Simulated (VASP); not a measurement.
Write the native input for VASP 6.6.1 that does the following.

| Quantity | Value |
| --- | --- |
| Task | single point |
| Functional | PBE |
| Potentials or basis | VASP PAW PBE potentials, release 64 (Bi_d) |
| Cutoff | 500 eV |
| k mesh | 10 × 10 × 10 |
| Occupations | gaussian, width 0.1 eV |
| Spin | no spin polarisation |
| Dipole correction | no |
| Further INCAR settings | ALGO = Normal; EDIFF = 1e-06; NBANDS = 30 |

The structure of Bi lies in POSCAR:

```
Bi
1.0
   -3.1335693024      3.1335693024      3.1335693024
    3.1335693024     -3.1335693024      3.1335693024
    3.1335693024      3.1335693024     -3.1335693024
Bi
3
Direct
    0.0000000000      0.5000000000      0.5000000000
    0.5000000000      0.0000000000      0.5000000000
    0.5000000000      0.5000000000      0.0000000000
```

These files were run (other wordings do the same):

INCAR

```
SYSTEM = Bi
ALGO = Normal
EDIFF = 1E-6
ENCUT = 500
GGA = PE
GGA_COMPAT = .FALSE.
ISIF = 2
ISMEAR = 0
LASPH = .TRUE.
LCHARG = .FALSE.
LREAL = .FALSE.
LWAVE = .FALSE.
NBANDS = 30
NELM = 120
PREC = Accurate
SIGMA = 0.1
```

KPOINTS

```
k-points
0
G
  10 10 10
  0 0 0
```

Potentials or basis: VASP PAW PBE potentials, release 64 (Bi_d).

The run is started by

```bash
$ cat potpaw_PBE.64/Bi_d/POTCAR > POTCAR
$ mpirun -np 1 vasp_std > vasp.out
```

Results of the run:

```
Pressure : -0.1 GPa
```

Run time: 55 s on 1 thread of Intel(R) Xeon(R) 6975P-C (Granite Rapids) (shared host), peak memory 0.3 GiB.
